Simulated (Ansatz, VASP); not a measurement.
**Al12H: VASP beside Ansatz**

The input INCAR:

```
SYSTEM = Al12H
PREC = Accurate
ENCUT = 520
EDIFF = 1E-6
ISMEAR = 0
SIGMA = 0.1
LREAL = .FALSE.
LASPH = .TRUE.
NELM = 150
ALGO = Normal
ISIF = 2
LWAVE = .FALSE.
LCHARG = .TRUE.
ISPIN = 2
MAGMOM = 0 0 0 0 0 0 0 0 0 0 0 0 1
LORBIT = 11
LDIPOL = .TRUE.
IDIPOL = 3
DIPOL = 0.5 0.5 0.302
GGA = PE
LELF = .TRUE.
LVHAR = .TRUE.
LVACPOTAV = .TRUE.
NBANDS = 34
```

File KPOINTS:

```
Automatic mesh
0
G
  6 6 1
  0 0 0
```

File POSCAR:

```
Al12H
1.0
    5.7143028096      0.0000000000      0.0000000000
   -2.8571514048      4.9487313980      0.0000000000
    0.0000000000      0.0000000000     21.6016424764
Al H
12 1
Direct
    0.3333333333      0.1666666667      0.1851711047
    0.3333333333      0.6666666667      0.1851711047
    0.8333333333      0.1666666667      0.1851711047
    0.8333333333      0.6666666667      0.1851711047
    0.1666666667      0.3333333333      0.2916873740
    0.1666666667      0.8333333333      0.2916873740
    0.6666666667      0.3333333333      0.2916873740
    0.6666666667      0.8333333333      0.2916873740
    0.0000000000      0.0000000000      0.3981939098
    0.0000000000      0.5000000000      0.3981939098
    0.5000000000      0.0000000000      0.3981939098
    0.5000000000      0.5000000000      0.3981939098
    0.2777777778     -0.2777777778      0.4301359254
```

Input for Ansatz:

```yaml
crystal:
  lattice:
    - [5.7143028096, 0.0, 0.0]
    - [-2.8571514048, 4.948731398, 0.0]
    - [0.0, 0.0, 21.6016424764]
  atoms:
    - { symbol: Al, position: [0.3333333333, 0.1666666667, 0.1851711047] }
    - { symbol: Al, position: [0.3333333333, 0.6666666667, 0.1851711047] }
    - { symbol: Al, position: [0.8333333333, 0.1666666667, 0.1851711047] }
    - { symbol: Al, position: [0.8333333333, 0.6666666667, 0.1851711047] }
    - { symbol: Al, position: [0.1666666667, 0.3333333333, 0.291687374] }
    - { symbol: Al, position: [0.1666666667, 0.8333333333, 0.291687374] }
    - { symbol: Al, position: [0.6666666667, 0.3333333333, 0.291687374] }
    - { symbol: Al, position: [0.6666666667, 0.8333333333, 0.291687374] }
    - { symbol: Al, position: [0.0, 0.0, 0.3981939098] }
    - { symbol: Al, position: [0.0, 0.5, 0.3981939098] }
    - { symbol: Al, position: [0.5, 0.0, 0.3981939098] }
    - { symbol: Al, position: [0.5, 0.5, 0.3981939098] }
    - { symbol: H, position: [0.2777777778, -0.2777777778, 0.4301359254], spin: 1.0 }
basis:
  ecutwfc: 420
kpoints:
  mp_grid: { grid: [6, 6, 1] }
hamiltonian:
  xc: pbe
scf:
  occupations: { method: gaussian, width: 0.1 }
output:
  forces: true
  eigenvalues: true
  populations: true
magnetization:
  spin_polarized: true
efield:
  axis: 3
  dipole_correction: true
  ramp_width: 0.04
```

Alike in both runs: task single point; functional PBE; k mesh 6 × 6 × 1; occupations gaussian, width 0.1 eV; collinear spin.

```csv
,VASP,Ansatz
version,VASP 6.6.1,Ansatz 0.2.0
potentials or method,"VASP PAW PBE potentials, release 64 (Al, H), cutoff 520 eV","scalar-relativistic, plane waves, PAW"
valence electrons in the cell,37,37
```

VASP gave:

- gap on the k mesh at the Fermi level (eV): none
- rms of the force components (eV/Å): 0.474
- net moment per atom (μB): 0.00
- work function, face that differs most (eV): 3.83

Problem. Which values does Ansatz return?

Solution. gap on the k mesh at the Fermi level (eV): none; rms of the force components (eV/Å): 0.475; net moment per atom (μB): 0.00; work function, face that differs most (eV): 3.83.

Atom by atom the forces differ by 0.002 eV/Å (rms over components). A gap of «none» marks a metal or a gap that the smearing closes. The functional is the same, so the differences come from potentials, cutoffs and numerics. Ansatz's warnings: seeded moment not kept.
